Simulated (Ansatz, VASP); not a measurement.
Two plane-wave programs on BaTiO3

```
CELL_PARAMETERS angstrom
3.95186 0.00000 0.00000
0.00000 3.95186 0.00000
0.00000 0.00000 3.95186
ATOMIC_POSITIONS crystal
Ba 0.50000 0.50000 0.50000
Ti 0.00000 0.00000 0.00000
O 0.00000 0.00000 0.50000
O 0.00000 0.50000 0.00000
O 0.50000 0.00000 0.00000
```

Alike in both runs: task single point; functional r2SCAN; k mesh 7 × 7 × 7; occupations fermi-dirac, width 0.05 eV; no spin polarisation.

|  | VASP | Ansatz |
| --- | --- | --- |
| version | VASP 6.6.1 | Ansatz 0.2.0 |
| potentials or method | VASP PAW PBE potentials, release 64 (Ba_sv, Ti_sv, O) | Ansatz PAW |
| plane-wave cutoff (eV) | 520 | 500 |
| valence electrons in the cell | 40 | 40 |

Ansatz gave:

```
gap on the k mesh at the Fermi level (eV) : 2.32
least direct gap on the mesh (eV)         : 2.32
pressure (GPa)                            : 6.2
```

Question: Which values does VASP return?

Answer: gap on the k mesh at the Fermi level (eV): 2.29; least direct gap on the mesh (eV): 2.34; pressure (GPa): 8.4.

VASP's potentials were made for PBE, not for r2SCAN. The functional is the same, so the differences come from potentials, cutoffs and numerics.

Neither program's run includes spin-orbit coupling. Noted on Ansatz's run: odd divisions of the mesh miss points on the zone boundary, where band edges often lie, so the gap on the mesh can be too wide.
